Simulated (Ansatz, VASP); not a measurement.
## Pb in VASP and in Ansatz

File INCAR:

```
  ALGO = Normal
  EDIFF = 1E-7
  ENCUT = 520
  GGA = PE
  ISIF = 2
  ISMEAR = -1
  LASPH = True
  LCHARG = False
  LREAL = False
  LWAVE = False
  NBANDS = 13
  NELM = 80
  PREC = Accurate
  SIGMA = 0.1
```

KPOINTS

```
k-points
0
Gamma
  18 18 18
```

Contents of POSCAR:

```
Pb
1.0
    0.0000000000      2.4125697852      2.4125697852
    2.4125697852      0.0000000000      2.4125697852
    2.4125697852      2.4125697852      0.0000000000
Pb
1
Direct
    0.0000000000      0.0000000000      0.0000000000
```

Input for Ansatz:

```yaml
crystal:
  lattice:
    - [0.0, 2.4125697852, 2.4125697852]
    - [2.4125697852, 0.0, 2.4125697852]
    - [2.4125697852, 2.4125697852, 0.0]
  atoms:
    - { symbol: Pb, position: [0.0, 0.0, 0.0] }
hamiltonian:
  xc: pbe
  pseudopotentials:
    kind: paw
    azcp:
      Pb: "pseudopotentials/Pb.paw.azcp"
basis:
  ecutwfc: 420
  fft_grid_basis: typed
kpoints:
  mp_grid: { grid: [18, 18, 18], shift: [0, 0, 0] }
magnetization:
  spin_polarized: false
scf:
  occupations: { method: fermi_dirac, width: 0.1 }
output:
  stress: true
```

Alike in both runs: task single point; functional PBE; k mesh 18 × 18 × 18; occupations fermi-dirac, width 0.1 eV; no spin polarisation.

|  | VASP | Ansatz |
| --- | --- | --- |
| version | VASP 6.6.1 | Ansatz 0.2.0 |
| potentials or method | VASP PAW PBE potentials, release 64 (Pb_d), cutoff 520 eV | plane waves (420 eV) with PAW, scalar-relativistic |
| valence electrons in the cell | 14 | 14 |

|  | VASP | Ansatz | Ansatz less VASP |
| --- | --- | --- | --- |
| pressure (GPa) | 7.0 | 7.1 | +0.07 |

Spin-orbit coupling is off throughout.
